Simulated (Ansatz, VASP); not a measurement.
## Two plane-wave programs on Ir

INCAR

```
SYSTEM = Ir
PREC = Accurate
ENCUT = 500
EDIFF = 1E-6
ISMEAR = -1
SIGMA = 0.05
LREAL = .False.
LASPH = .True.
NELM = 120
ALGO = Normal
ISIF = 2
LWAVE = .False.
LCHARG = .True.
GGA = PS
LELF = .True.
LVHAR = .True.
NBANDS = 14
GGA_COMPAT = .False.
```

KPOINTS

```
regular mesh
0
Gamma
  16 16 16
  0 0 0
```

The input POSCAR:

```
Ir
1.0
    0.0000000000      1.9156000000      1.9156000000
    1.9156000000      0.0000000000      1.9156000000
    1.9156000000      1.9156000000      0.0000000000
Ir
1
Direct
    0.0000000000      0.0000000000      0.0000000000
```

Input for Ansatz:

```yaml
crystal:
  lattice:
    - [0.0, 1.9156, 1.9156]
    - [1.9156, 0.0, 1.9156]
    - [1.9156, 1.9156, 0.0]
  atoms:
    - { symbol: Ir, position: [0.0, 0.0, 0.0] }
kpoints:
  mp_grid: { grid: [16, 16, 16] }
scf:
  occupations: { method: fermi_dirac, width: 0.05 }
hamiltonian:
  xc: pbesol
  pseudopotentials: { kind: paw }
output:
  forces: true
  stress: true
  eigenvalues: true
  eigenstates:
    nscf_kmesh: { grid: [24, 24, 24] }
    de_dk: true
    e_range: [-14, 14]
  optics:
    e_range: [0, 20]
    de: 0.2
    sigma: 0.1
    bands: { spectra_wanted_up_to: 20 }
    nscf_kmesh: { grid: [24, 24, 24] }
    drude_damping: 0.05
checkpoint:
  write: ck
  write_wavefunctions: false
```

Alike in both runs: task single point; functional PBEsol; k mesh 16 × 16 × 16; occupations fermi-dirac, width 0.05 eV; no spin polarisation.

|  | VASP | Ansatz |
| --- | --- | --- |
| version | VASP 6.6.1 | Ansatz 0.2.0 |
| potentials or method | VASP PAW PBE potentials, release 64 (Ir_sv_GW) | PAW with Ansatz's default frozen-core files, scalar-relativistic |
| plane-wave cutoff (eV) | 500 | 420 |
| valence electrons in the cell | 17 | 17 |

|  | VASP | Ansatz | Ansatz less VASP |
| --- | --- | --- | --- |
| pressure (GPa) | -3.3 | 0.0 | +3.28 |

VASP's potentials were made for PBE, not for PBEsol. The functional is the same, so the differences come from potentials, cutoffs and numerics. Ansatz's warnings: optics on partly filled bands.

Neither program's run includes spin-orbit coupling.
